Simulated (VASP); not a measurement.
# CdS (F-43m) in VASP: a series of runs, part 2 of 2

VASP 6.6.1. The steps go on from the part before.

### Step 3. Electric field gradients, PBE

This run uses another cell than the first one, of 24.64 Å³/atom.

INCAR

```
PREC = Accurate ; ENCUT = 520
EDIFF = 1E-8 ; ISMEAR = -1
SIGMA = 0.03 ; LREAL = F
LASPH = T ; NELM = 60
ALGO = Normal ; ISIF = 2
LWAVE = F ; LCHARG = F
GGA = PE ; LEFG = T
NBANDS = 16
```

KPOINTS

```
Automatic mesh
0
Gamma
  9 9 9
```

POSCAR

```
CdS
1.0
    0.0000000000      2.9100000000      2.9100000000
    2.9100000000      0.0000000000      2.9100000000
    2.9100000000      2.9100000000      0.0000000000
Cd S
1 1
Direct
    0.0000000000      0.0000000000      0.0000000000
    0.7500000000      0.7500000000      0.7500000000
```

Potentials or basis: VASP PAW PBE potentials, release 64 (Cd, S).

The run is started by

```
$ cat potpaw_PBE.64/Cd/POTCAR potpaw_PBE.64/S/POTCAR > POTCAR
$ mpirun -np 1 vasp_std > vasp.out
```

OUTCAR:

```text
PREC = Accurate
   ENCUT = 520
   EDIFF = 1E-8
   ISMEAR = -1
   LREAL = F
   LASPH = T
   NELM = 60
   ISIF = 2
   GGA = PE

 ion  position               nearest neighbor table
   1  0.000  0.000  0.000-   2 2.52   2 2.52   2 2.52   2 2.52
   2  0.750  0.750  0.750-   1 2.52   1 2.52   1 2.52   1 2.52

  LATTYP: Found a face centered cubic cell.
 ALAT       =     5.8200000000

  Lattice vectors:

 A1 = (   0.0000000000,   2.9100000000,   2.9100000000)
 A2 = (   2.9100000000,   0.0000000000,   2.9100000000)
 A3 = (   2.9100000000,   2.9100000000,   0.0000000000)

Analysis of symmetry for initial positions (statically):
=====================================================================
 Subroutine PRICEL returns:
 Original cell was already a primitive cell.

 Routine SETGRP: Setting up the symmetry group for a
 face centered cubic supercell.

 Subroutine GETGRP returns: Found 24 space group operations
 (whereof 24 operations were pure point group operations)
 out of a pool of 48 trial point group operations.

The static configuration has the point symmetry T_d .

Analysis of symmetry for dynamics (positions and initial velocities):
=====================================================================
 Subroutine PRICEL returns:
 Original cell was already a primitive cell.

 Routine SETGRP: Setting up the symmetry group for a
 face centered cubic supercell.

 Subroutine GETGRP returns: Found 24 space group operations
 (whereof 24 operations were pure point group operations)
 out of a pool of 48 trial point group operations.

The dynamic configuration has the point symmetry T_d .

[... 148 lines left out ...]
 cond. band min:       2.5364453749   @ k =   0.0000   0.0000   0.0000
 fundamental gap:      1.1646066219
 Fermi energy:         2.0002587331

 k-point     1 :       0.0000    0.0000    0.0000
  band No.  band energies     occupation
      1     -11.0395      2.00000
      2      -6.3807      2.00000
      3      -6.3807      2.00000
      4      -6.3807      2.00000
      5      -5.8915      2.00000
      6      -5.8915      2.00000
[... 433 lines left out ...]
      3      -6.0375      2.00000
      4      -6.0375      2.00000
      5      -5.8051      2.00000
      6      -5.4977      2.00000
[... 8 lines left out ...]
     15      13.7035      0.00000
     16      15.2618      0.00000

 [... further k-points ...]
[... 5 lines left out ...]
  --------------------------------------------------------------------------------------
  -------------------------------------------------------------------------------------
  Total        1.1292688      1.1292688      1.1292688      0.0000000      0.0000000     -0.0000000
  in kB       36.7112300     36.7112300     36.7112300      0.0000000      0.0000000     -0.0000000
  external PRESSURE =      36.7112300 kB  Pullay stress =       0.0000000 kB

 VOLUME and BASIS-vectors are now :
 -----------------------------------------------------------------------------
  energy-cutoff  :      520.00
  volume of cell :       49.28
      direct lattice vectors                 reciprocal lattice vectors
     0.000000000  2.910000000  2.910000000    -0.171821306  0.171821306  0.171821306
     2.910000000  0.000000000  2.910000000     0.171821306 -0.171821306  0.171821306
     2.910000000  2.910000000  0.000000000     0.171821306  0.171821306 -0.171821306

 POSITION                                       TOTAL-FORCE (eV/Angst)
 -----------------------------------------------------------------------------------
      0.00000      0.00000      0.00000        -0.000000     -0.000000      0.000000
      4.36500      4.36500      4.36500         0.000000      0.000000     -0.000000
 -----------------------------------------------------------------------------------
    total drift:                                0.000000      0.000000      0.000000

  FREE ENERGIE OF THE ION-ELECTRON SYSTEM (eV)
  ---------------------------------------------------
  free  energy   TOTEN  =        -6.1143135958 eV

  energy  without entropy=       -6.1143135957  energy(sigma->0) =       -6.11431360

 Electric field gradients (V/A^2)
---------------------------------------------------------------------
 ion       V_xx      V_yy      V_zz      V_xy      V_xz      V_yz
---------------------------------------------------------------------
   1      -0.000     0.000    -0.000     0.002     0.002     0.002
   2      -0.000    -0.000     0.000    -0.000    -0.000    -0.000
---------------------------------------------------------------------

 Electric field gradients after diagonalization (V/A^2)
 (convention: |V_zz| > |V_xx| > |V_yy|)
----------------------------------------------------------------------
 ion       V_xx      V_yy      V_zz     asymmetry (V_yy - V_xx)/ V_zz
----------------------------------------------------------------------
   1      -0.002    -0.002     0.004       0.000
   2       0.000     0.000    -0.000       0.000
----------------------------------------------------------------------

           NMR quadrupolar parameters

 Cq : quadrupolar parameter    Cq=e*Q*V_zz/h
 eta: asymmetry parameters     (V_yy - V_xx)/ V_zz
 Q  : nuclear electric quadrupole moment in mb (millibarn)
----------------------------------------------------------------------
 ion       Cq(MHz)       eta       Q (mb)
----------------------------------------------------------------------
   1       0.000       0.000       1.000
   2      -0.000       0.000       1.000
----------------------------------------------------------------------
```

OSZICAR:

```text
N       E                     dE             d eps       ncg     rms          rms(c)
DAV:   1     0.110428793806E+03    0.11043E+03   -0.91048E+03  1136   0.103E+03
DAV:   2    -0.246744134322E+01   -0.11290E+03   -0.10656E+03  1376   0.255E+02
DAV:   3    -0.663181454710E+01   -0.41644E+01   -0.41579E+01  1408   0.511E+01
DAV:   4    -0.665716910152E+01   -0.25355E-01   -0.25352E-01  1384   0.393E+00
DAV:   5    -0.665749995857E+01   -0.33086E-03   -0.33085E-03  1416   0.427E-01    0.824E+00
DAV:   6    -0.613351881534E+01    0.52398E+00   -0.83113E-01  1728   0.116E+01    0.659E+00
DAV:   7    -0.611389767154E+01    0.19621E-01   -0.20036E-01  1456   0.306E+00    0.319E+00
DAV:   8    -0.611420581227E+01   -0.30814E-03   -0.18518E-02  1328   0.173E+00    0.314E-01
DAV:   9    -0.611412161396E+01    0.84198E-04   -0.21268E-03  1368   0.692E-01    0.581E-02
DAV:  10    -0.611423980745E+01   -0.11819E-03   -0.24327E-04  1416   0.161E-01    0.652E-02
DAV:  11    -0.611432030951E+01   -0.80502E-04   -0.12606E-04  1336   0.907E-02    0.209E-02
DAV:  12    -0.611431267666E+01    0.76329E-05   -0.25293E-05  1496   0.663E-02    0.102E-02
DAV:  13    -0.611431396467E+01   -0.12880E-05   -0.44671E-06  1320   0.129E-02    0.132E-02
DAV:  14    -0.611431363968E+01    0.32499E-06   -0.37855E-07  1456   0.348E-03    0.506E-03
DAV:  15    -0.611431362939E+01    0.10295E-07   -0.27383E-08  1352   0.107E-03    0.188E-03
DAV:  16    -0.611431359716E+01    0.32224E-07   -0.99826E-09  1200   0.637E-04    0.226E-04
DAV:  17    -0.611431359575E+01    0.14104E-08   -0.16511E-09   712   0.319E-04
   1 F= -.61143136E+01 E0= -.61143136E+01  d E =-.323599E-10
```

stdout:

```text
POSCAR found type information on POSCAR CdS
 POSCAR found :  2 types and       2 ions
 scaLAPACK will be used
 LDA part: xc-table for (Slater+PW92), standard interpolation
 POSCAR, INCAR and KPOINTS ok, starting setup
 FFT: planning ... GRIDC
 FFT: planning ... GRID_SOFT
 FFT: planning ... GRID
 WAVECAR not read
 entering main loop
ion   1

ion   2
```

It took 41 s on 1 thread of Intel Xeon 8259CL, shared host; peak memory 0.19 GiB.

Results:

```yaml
Free_energy: -6.1143 eV
Pressure: 3.7 GPa
Band_gap_on_the_k_mesh: 1.16 eV
Largest_electric_field_gradient_by_atom: zero within the noise of the run
```

Caveat: the cell stands under pressure. Expect the measured gap to be larger: semilocal functionals such as PBE lack the derivative discontinuity.
